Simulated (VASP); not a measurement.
Runs of VASP 6.6.1 on Mg2Sn. The structure is that of space group Fm-3m (No. 225), or close to it. The cells are those of the table. 

| cell | pressure (GPa) |
| --- | --- |
| a = 4.781 Å, angles 60.0°, 3 atoms | -0.2 |
| a = 4.875 Å, angles 60.0°, 3 atoms | (a) |
| a = 4.683 Å, angles 60.0°, 3 atoms | 3.0 |
| a = 4.733 Å, angles 60.0°, 3 atoms | 1.3 |
| a = 4.828 Å, angles 60.0°, 3 atoms | (b) |

Alike in all rows: task single point; level r2SCAN; potentials or basis VASP PAW PBE potentials, release 64 (Mg, Sn_d); no spin polarisation; k mesh 10 × 10 × 10; cutoff (eV) 660; smearing gaussian 0.01 eV.

**Question.** Estimate the missing entries.

**Answer.** (a) -2.5; (b) -1.5.

Caveats: the PAW data sets were made with another functional, which shifts forces and pressure a little; the cell stands under pressure (at least some runs).
